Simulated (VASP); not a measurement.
# Bi (Fd-3m) in VASP: a series of runs

Runs on Bi. Level: PBE. Tasks: single point, relaxation of cell and atoms.

Program: VASP 6.6.1. These are calculated values, not measurements. Logs are shortened: lines on timing, memory, paths and dates and some standing lists are left out, and cuts for length are marked.

### 1 The cell of the first run

It takes space group Fd-3m (No. 227, cubic). Conventional cell: a = 7.288 Å, b = 7.288 Å, c = 7.288 Å, α = 90.00°, β = 90.00°, γ = 90.00°. Within 4.2 Å of Bi (site symmetry -43m) lie 4 Bi at 3.16 Å.

This isn't the form of Bi at room conditions, which is rhombohedral.

### 2 Single point, PBE

INCAR

```
PREC = Accurate ; ENCUT = 520
EDIFF = 1E-6 ; ISMEAR = -1
SIGMA = 0.05 ; LREAL = False
LASPH = True ; NELM = 100
ALGO = Normal ; ISIF = 2
LWAVE = False ; LCHARG = True
GGA = PE ; LELF = True
LVHAR = True ; NBANDS = 22
```

KPOINTS

```
regular mesh
0
Gamma
  11 11 11
```

POSCAR

```
Bi
1.0
    0.0000000000      3.6442407758      3.6442407758
    3.6442407758      0.0000000000      3.6442407758
    3.6442407758      3.6442407758      0.0000000000
Bi
2
Direct
   -0.1250000000     -0.1250000000     -0.1250000000
    0.1250000000      0.1250000000      0.1250000000
```

Potentials or basis: VASP PAW PBE potentials, release 64 (Bi_d).

On the command line:

```bash
$ cat potpaw_PBE.64/Bi_d/POTCAR > POTCAR
$ mpirun -np 1 vasp_std > vasp.out
```

OUTCAR:

```text
PREC = Accurate
   ENCUT = 520
   EDIFF = 1E-6
   ISMEAR = -1
   LREAL = False
   LASPH = True
   NELM = 100
   ISIF = 2
   GGA = PE

 ion  position               nearest neighbor table
   1  0.875  0.875  0.875-   2 3.16   2 3.16   2 3.16   2 3.16
   2  0.125  0.125  0.125-   1 3.16   1 3.16   1 3.16   1 3.16

  LATTYP: Found a face centered cubic cell.
 ALAT       =     7.2884815516

  Lattice vectors:

 A1 = (   0.0000000000,   3.6442407758,   3.6442407758)
 A2 = (   3.6442407758,   0.0000000000,   3.6442407758)
 A3 = (   3.6442407758,   3.6442407758,   0.0000000000)

Analysis of symmetry for initial positions (statically):
=====================================================================
 Subroutine PRICEL returns:
 Original cell was already a primitive cell.

 Routine SETGRP: Setting up the symmetry group for a
 face centered cubic supercell.

 Subroutine GETGRP returns: Found 48 space group operations
 (whereof 12 operations were pure point group operations)
 out of a pool of 48 trial point group operations.

The static configuration has the point symmetry D_3d.
 The point group associated with its full space group is O_h .

Analysis of symmetry for dynamics (positions and initial velocities):
=====================================================================
 Subroutine PRICEL returns:
 Original cell was already a primitive cell.

 Routine SETGRP: Setting up the symmetry group for a
 face centered cubic supercell.

 Subroutine GETGRP returns: Found 48 space group operations
 (whereof 12 operations were pure point group operations)
 out of a pool of 48 trial point group operations.

The dynamic configuration has the point symmetry D_3d.
 The point group associated with its full space group is O_h .

 Subroutine INISYM returns: Found 48 space group operations
 (whereof 12 operations are pure point group operations),
 and found     1 'primitive' translations

----------------------------------------------------------------------------------------

                                     Primitive cell

  volume of cell :      96.7946

  direct lattice vectors                    reciprocal lattice vectors
     0.000000000  3.644240776  3.644240776    -0.137202789  0.137202789  0.137202789
     3.644240776  0.000000000  3.644240776     0.137202789 -0.137202789  0.137202789
     3.644240776  3.644240776  0.000000000     0.137202789  0.137202789 -0.137202789

  length of vectors
     5.153734730  5.153734730  5.153734730     0.237642202  0.237642202  0.237642202

  position of ions in fractional coordinates (direct lattice)
     0.875000000  0.875000000  0.875000000
     0.125000000  0.125000000  0.125000000

  ion indices of the primitive-cell ions
   primitive index   ion index
                 1           1
                 2           2

----------------------------------------------------------------------------------------

 KPOINTS: regular mesh

Automatic generation of k-mesh.
 Grid dimensions read from file:
 generate k-points for:   11   11   11

 Generating k-lattice:

  Cartesian coordinates                     Fractional coordinates (reciprocal lattice)
    -0.012472981  0.012472981  0.012472981     0.090909091  0.000000000  0.000000000
     0.012472981 -0.012472981  0.012472981     0.000000000  0.090909091  0.000000000
     0.012472981  0.012472981 -0.012472981     0.000000000  0.000000000  0.090909091

  Length of vectors
     0.021603837  0.021603837  0.021603837

  Shift w.r.t. Gamma in fractional coordinates (k-lattice)
     0.000000000  0.000000000  0.000000000

 Subroutine IBZKPT returns following result:
 ===========================================

 Found     56 irreducible k-points:

 Following reciprocal coordinates:
            Coordinates               Weight
  0.000000  0.000000  0.000000      1.000000
  0.090909  0.000000  0.000000      8.000000
  0.181818  0.000000  0.000000      8.000000
  0.272727  0.000000  0.000000      8.000000
  0.363636  0.000000  0.000000      8.000000
  0.454545  0.000000  0.000000      8.000000
[... 16 lines left out ...]
 -0.272727  0.181818  0.000000     24.000000
 -0.181818  0.181818  0.000000     12.000000
 [... further k-points ...]
   k-points           NKPTS =     56   k-points in BZ     NKDIM =     56   number of bands    NBANDS=     22
   number of dos      NEDOS =    301   number of ions     NIONS =      2
   total plane-waves  NPLWV =  64000
   dimension x,y,z NGX =    40 NGY =   40 NGZ =   40
   dimension x,y,z NGXF=    80 NGYF=   80 NGZF=   80
   ions per type =               2
   NGX,Y,Z   is equivalent  to a cutoff of  12.90, 12.90, 12.90 a.u.
   NGXF,Y,Z  is equivalent  to a cutoff of  25.81, 25.81, 25.81 a.u.
 SYSTEM =  unknown system
   PREC   = accura    normal or accurate (medium, high low for compatibility)
   ISTART =      0    job   : 0-new  1-cont  2-samecut
   ICHARG =      2    charge: 1-file 2-atom 10-const
   ISPIN  =      1    spin polarized calculation?
   LNONCOLLINEAR =      F non collinear calculations
   LSORBIT =      F    spin-orbit coupling
   LASPH  =      T    aspherical Exc in radial PAW
   ENCUT  =  520.0 eV  38.22 Ry    6.18 a.u.   9.58  9.58  9.58*2*pi/ulx,y,z
   NELM   =    100;   NELMIN=  2; NELMDL= -5     # of ELM steps
   EDIFF  = 0.1E-05   stopping-criterion for ELM
   LREAL  =      F    real-space projection
   EDIFFG = 0.1E-04   stopping-criterion for IOM
   NSW    =      0    number of steps for IOM
   IBRION =     -1    ionic relax: 0-MD 1-quasi-New 2-CG
   NFREE  =      0    steps in history (QN), initial steepest desc. (CG)
   ISIF   =      2    stress and relaxation
   ISYM   =      2    0-nonsym 1-usesym 2-fastsym
   POTIM  = 0.5000    time-step for ionic-motion
   TEBEG  =    0.0;   TEEND  =   0.0 temperature during run
   PSTRESS=    0.0 pullay stress
   NELECT =      30.0000    total number of electrons
   NUPDOWN=      -1.0000    fix difference up-down
   EMIN   =  10.00;   EMAX   =-10.00  energy-range for DOS
   EFERMI =   0.00;   METHOD = LEGACY
   ISMEAR =    -1;   SIGMA  =   0.05  broadening in eV -4-tet -1-fermi 0-gaus
   EFERMI_NEDOS =   21; number of points for ismear=-14 and -15
   IALGO  =     38    algorithm
   IMIX   =      4    mixing-type and parameters
     AMIX     =   0.40;   BMIX     =  1.00
     AMIX_MAG =   1.60;   BMIX_MAG =  1.00
  volume/ion in A,a.u.               =      48.40       326.60
  Fermi-wavevector in a.u.,A,eV,Ry     =   1.107894  2.093616 16.700185  1.227429
  Thomas-Fermi vector in A             =   2.244414
   LORBIT       =      0    0 simple, 1 ext, 2 COOP (PROOUT), +10 PAW based schemes
   GGA     = PE    functional components
   LHFCALC =     F    Hartree Fock is set to
   AEXX    =    0.0000 exact exchange contribution
   IVDW    =     0    specifies the selected vdW correction
   LEPSILON=     F    determine dielectric tensor
   LRPA    =     F    only Hartree local field effects (RPA)
 non-spin polarized calculation
  energy-cutoff  :      520.00
  volume of cell :       96.79
 maximum number of plane-waves:      2661
   NGX = 19   NGY = 19   NGZ = 19

 number of electron      29.9999989 magnetization

 Free energy of the ion-electron system (eV)
  ---------------------------------------------------
  ext. energy  EPLUGINS =         0.00000000
  ---------------------------------------------------
  free energy    TOTEN  =        -7.39180442 eV

  energy without entropy =       -7.38188042  energy(sigma->0) =       -7.38684242

 E-fermi :   3.4554     XC(G=0):  -7.8657

 val. band max:        3.4155641386   @ k =  -0.3636   0.3636   0.1818
 cond. band min:       3.4915666605   @ k =   0.3636   0.2727   0.0000
 fundamental gap:      0.0760025219
 Fermi energy:         3.4553847001

 k-point     1 :       0.0000    0.0000    0.0000
  band No.  band energies     occupation
      1     -19.2510      2.00000
      2     -19.2510      2.00000
      3     -19.2510      2.00000
      4     -19.2121      2.00000
      5     -19.2121      2.00000
      6     -19.0550      2.00000
[... 14 lines left out ...]
     21      10.4505      0.00000
     22      10.9094      0.00000

 k-point     2 :       0.0909    0.0000    0.0000
  band No.  band energies     occupation
      1     -19.2539      2.00000
      2     -19.2539      2.00000
      3     -19.2497      2.00000
      4     -19.2081      2.00000
      5     -19.2081      2.00000
      6     -19.0613      2.00000
[... 14 lines left out ...]
     21      10.0298      0.00000
     22      10.6568      0.00000

 k-point     3 :       0.1818    0.0000    0.0000
  band No.  band energies     occupation
      1     -19.2597      2.00000
      2     -19.2597      2.00000
      3     -19.2461      2.00000
      4     -19.1995      2.00000
      5     -19.1995      2.00000
      6     -19.0710      2.00000
[... 14 lines left out ...]
     21       9.6941      0.00000
     22      10.3392      0.00000

 k-point     4 :       0.2727    0.0000    0.0000
  band No.  band energies     occupation
      1     -19.2651      2.00000
      2     -19.2651      2.00000
      3     -19.2412      2.00000
      4     -19.1907      2.00000
      5     -19.1907      2.00000
      6     -19.0796      2.00000
[... 14 lines left out ...]
     21       9.6648      0.00000
     22      10.4712      0.00000

 k-point     5 :       0.3636    0.0000    0.0000
  band No.  band energies     occupation
      1     -19.2687      2.00000
      2     -19.2687      2.00000
      3     -19.2365      2.00000
      4     -19.1841      2.00000
      5     -19.1841      2.00000
      6     -19.0857      2.00000
[... 417 lines left out ...]
 k-point    22 :      -0.3636    0.1818    0.0000
  band No.  band energies     occupation
      1     -19.2826      2.00000
      2     -19.2750      2.00000
      3     -19.2134      2.00000
      4     -19.1751      2.00000
      5     -19.1655      2.00000
      6     -19.1044      2.00000
[... 14 lines left out ...]
     21       9.9912      0.00000
     22      11.2726      0.00000

 k-point    23 :      -0.2727    0.1818    0.0000
  band No.  band energies     occupation
      1     -19.2779      2.00000
      2     -19.2732      2.00000
      3     -19.2208      2.00000
      4     -19.1837      2.00000
      5     -19.1698      2.00000
      6     -19.1013      2.00000
[... 14 lines left out ...]
     21      10.1227      0.00000
     22      11.2847      0.00000

 k-point    24 :      -0.1818    0.1818    0.0000
  band No.  band energies     occupation
      1     -19.2705      2.00000
      2     -19.2696      2.00000
      3     -19.2323      2.00000
      4     -19.1910      2.00000
      5     -19.1793      2.00000
      6     -19.0927      2.00000
[... 14 lines left out ...]
     21       9.6696      0.00000
     22      11.8162      0.00000

 [... further k-points ...]

------------------------ aborting loop because EDIFF is reached ----------------------------------------

  FORCE on cell =-STRESS in cart. coord.  units (eV):
  Direction    XX          YY          ZZ          XY          YZ          ZX
  --------------------------------------------------------------------------------------
  -------------------------------------------------------------------------------------
  Total       -0.0257543     -0.0257543     -0.0257543      0.0000000     -0.0000000      0.0000000
  in kB       -0.4262937     -0.4262937     -0.4262937      0.0000000     -0.0000000      0.0000000
  external PRESSURE =      -0.4262937 kB  Pullay stress =       0.0000000 kB

 VOLUME and BASIS-vectors are now :
 -----------------------------------------------------------------------------
  energy-cutoff  :      520.00
  volume of cell :       96.79
      direct lattice vectors                 reciprocal lattice vectors
     0.000000000  3.644240776  3.644240776    -0.137202789  0.137202789  0.137202789
     3.644240776  0.000000000  3.644240776     0.137202789 -0.137202789  0.137202789
     3.644240776  3.644240776  0.000000000     0.137202789  0.137202789 -0.137202789

 POSITION                                       TOTAL-FORCE (eV/Angst)
 -----------------------------------------------------------------------------------
      6.37742      6.37742      6.37742        -0.000000     -0.000000     -0.000000
      0.91106      0.91106      0.91106         0.000000      0.000000      0.000000
 -----------------------------------------------------------------------------------
    total drift:                                0.000000      0.000000     -0.000000

  FREE ENERGIE OF THE ION-ELECTRON SYSTEM (eV)
  ---------------------------------------------------
  free  energy   TOTEN  =        -7.3918044218 eV

  energy  without entropy=       -7.3818804192  energy(sigma->0) =       -7.38684242
```

Wall time 2.7 min (1 thread of Intel Xeon 8259CL, shared host); peak memory 0.28 GiB.

Results:

- Free energy: -7.3918 eV
- Pressure: 0.0 GPa
- Band gap on the k mesh: zero (bands 15 and 16 overlap by 0.57 eV)

Levels at points of the mesh, in eV from the Fermi level:
| k point | band 11 | band 12 | band 13 | band 14 | band 15 | band 16 | band 17 | band 18 | band 19 | band 20 |
| --- | --- | --- | --- | --- | --- | --- | --- | --- | --- | --- |
| (0.00, 0.00, 0.00) | -12.31 | -7.80 | -1.21 | -1.21 | -1.21 | 0.95 | 0.95 | 0.95 | 3.39 | 7.00 |

Caveat: spin-orbit coupling is left out, which moves the levels of the heavy elements.

### 3 Relaxation of cell and atoms, PBE

This run uses another cell than the first one, of 40.00 Å³/atom.

INCAR

```
SYSTEM = Bi
ALGO = Normal
EDIFF = 1E-6
EDIFFG = -0.005
ENCUT = 600
GGA = PE
IBRION = 2
ISIF = 3
ISMEAR = -1
LASPH = .True.
LCHARG = .False.
LREAL = .False.
LWAVE = .False.
NELM = 100
NSW = 60
PREC = Accurate
SIGMA = 0.05
```

KPOINTS

```
k-points
0
Gamma
  11 11 11
  0 0 0
```

POSCAR

```
Bi
1.0
    0.0000000000      3.4199518934      3.4199518934
    3.4199518934      0.0000000000      3.4199518934
    3.4199518934      3.4199518934      0.0000000000
Bi
2
Direct
   -0.1250000000     -0.1250000000     -0.1250000000
    0.1250000000      0.1250000000      0.1250000000
```

Potentials or basis: VASP PAW PBE potentials, release 64 (Bi_d).

On the command line:

```bash
$ cat potpaw_PBE.64/Bi_d/POTCAR > POTCAR
$ mpirun -np 1 vasp_std > vasp.out
```

Wall time 7.7 min (1 thread of Intel Xeon 8259CL, shared host); peak memory 0.3 GiB.

It converged, with:

- Free energy: -7.3875 eV
- Relaxed volume: 48.34 Å³/atom
- Relaxed cell: a = 5.152 Å, b = 5.152 Å, c = 5.152 Å, α = 60.00°, β = 60.00°, γ = 60.00°
- Space group after relaxing (to 0.1 Å): Fd-3m (No. 227)
- Energy gained by relaxing: 179.8 meV/atom
- Ionic steps: 6
- Pressure after relaxing: 0.0 GPa
- Band gap on the k mesh: zero (bands 15 and 16 overlap by 0.57 eV)

The path:
```
step  energy change (eV)  largest force (eV/Å)  pressure (GPa)  volume (Å³)
   1              0.0000                0.0000            8.21        80.00
   2             -0.2890                0.0000           -2.19       106.15
   3             -0.3597                0.0000            0.05        96.51
   4             -0.3596                0.0000           -0.08        96.86
   5             -0.3597                0.0000            0.04        96.56
   6             -0.3597                0.0000           -0.01        96.67
```

Final structure:
```
CELL_PARAMETERS angstrom
0.00000 3.64270 3.64270
3.64270 0.00000 3.64270
3.64270 3.64270 0.00000
ATOMIC_POSITIONS crystal
Bi 0.87500 0.87500 0.87500
Bi 0.12500 0.12500 0.12500
```

Levels at points of the mesh, in eV from the Fermi level:
```
           k point  band 11  band 12  band 13  band 14  band 15  band 16  band 17  band 18  band 19
(0.00, 0.00, 0.00)   -12.32    -7.79    -1.21    -1.21    -1.21     0.95     0.95     0.95     3.39
```

Caveat: the volume moved by over 15 % at a fixed basis, so the end points are rough; spin-orbit coupling is left out, which moves the levels of the heavy elements.

The gap in the log of VASP goes by the Fermi energy; the results here count the filled bands.